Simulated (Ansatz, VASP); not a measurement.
## Si: VASP beside Ansatz

```
Si
1.0
     2.62525    0.00000    0.00000
    -1.31263    2.27353    0.00000
     0.00000    0.00000    4.59822
Si
2
Direct
  0.33333 0.66667 0.25000
  0.66667 0.33333 0.75000
```

Alike in both runs: task single point; functional r2SCAN; k mesh 15 × 15 × 8; occupations fermi-dirac, width 0.1 eV; no spin polarisation.

|  | VASP | Ansatz |
| --- | --- | --- |
| version | VASP 6.6.1 | Ansatz 0.2.0 |
| potentials or method | VASP PAW PBE potentials, release 64 (Si), cutoff 520 eV | plane waves (500 eV) with PAW, scalar-relativistic |
| valence electrons in the cell | 8 | 8 |

```csv
,VASP,Ansatz,Ansatz less VASP
pressure (GPa),0.2,0.2,-0.04
"traceless stress, the component that is largest in VASP (GPa)",-1.45,-1.50,-0.043
```

VASP's potentials were made for PBE, not for r2SCAN. With one functional, cell and mesh, what is left measures potentials, basis and numerics.
